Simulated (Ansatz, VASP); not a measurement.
# Two plane-wave programs on Al

POSCAR

```
Al
1.0
    0.0000000000      1.9956450440      1.9956450440
    1.9956450440      0.0000000000      1.9956450440
    1.9956450440      1.9956450440      0.0000000000
Al
1
Direct
    0.0000000000      0.0000000000      0.0000000000
```

Contents of INCAR.step1:

```
SYSTEM = Al
PREC = Accurate
ENCUT = 520
ISMEAR = 0
SIGMA = 0.05
LREAL = .False.
LASPH = .True.
NELM = 60
NBANDS = 8
GGA = PE
ALGO = Normal
EDIFF = 1E-4
LWAVE = .True.
LCHARG = .False.
```

Contents of INCAR.step2:

```
SYSTEM = Al
PREC = Accurate
ENCUT = 520
EDIFF = 1E-6
ISMEAR = 0
SIGMA = 0.05
LREAL = .False.
LASPH = .True.
NELM = 60
ALGO = Normal
ISIF = 2
LWAVE = .False.
LCHARG = .True.
METAGGA = R2SCAN
LMIXTAU = .True.
LELF = .True.
LVHAR = .True.
NBANDS = 8
ISTART = 1
```

Contents of KPOINTS:

```
regular mesh
0
Gamma
  18 18 18
  0 0 0
```

Input for Ansatz:

```yaml
crystal:
  lattice:
    - [0.0, 1.9956450439, 1.9956450439]
    - [1.9956450439, 0.0, 1.9956450439]
    - [1.9956450439, 1.9956450439, 0.0]
  atoms:
    - { symbol: Al, position: [0.0, 0.0, 0.0] }
basis:
  ecutwfc: 500
  ecutrho_ratio: 4
kpoints:
  mp_grid: { grid: [18, 18, 18] }
  band_path:
    path:
      - [[0.0, 0.0, 0.0], [0.5, 0.0, 0.5], [0.625, 0.25, 0.625]]
      - [[0.375, 0.375, 0.75], [0.0, 0.0, 0.0], [0.5, 0.5, 0.5], [0.5, 0.25, 0.75], [0.5, 0.0, 0.5]]
    npoints: 14
hamiltonian:
  xc: r2scan
scf:
  occupations: { method: gaussian, width: 0.05 }
  n_extra_bands: 10
output:
  forces: true
  stress: true
  eigenvalues: true
  populations: true
  dos: { projected: true, de: 0.02, nscf_kmesh: { grid: [27, 27, 27] } }
  bader: true
```

Alike in both runs: task single point; functional r2SCAN; k mesh 18 × 18 × 18; occupations gaussian, width 0.05 eV; no spin polarisation.

```csv
,VASP,Ansatz
version,VASP 6.6.1,Ansatz 0.2.0
potentials or method,"VASP PAW PBE potentials, release 64 (Al), cutoff 520 eV","scalar-relativistic, plane waves, PAW"
valence electrons in the cell,3,3
```

|  | VASP | Ansatz | Ansatz less VASP |
| --- | --- | --- | --- |
| gap on the k mesh at the Fermi level (eV) | none | none | - |
| pressure (GPa) | -0.3 | 0.0 | +0.32 |

VASP's potentials were made for PBE, not for r2SCAN. A gap of «none» marks a metal or a gap that the smearing closes.
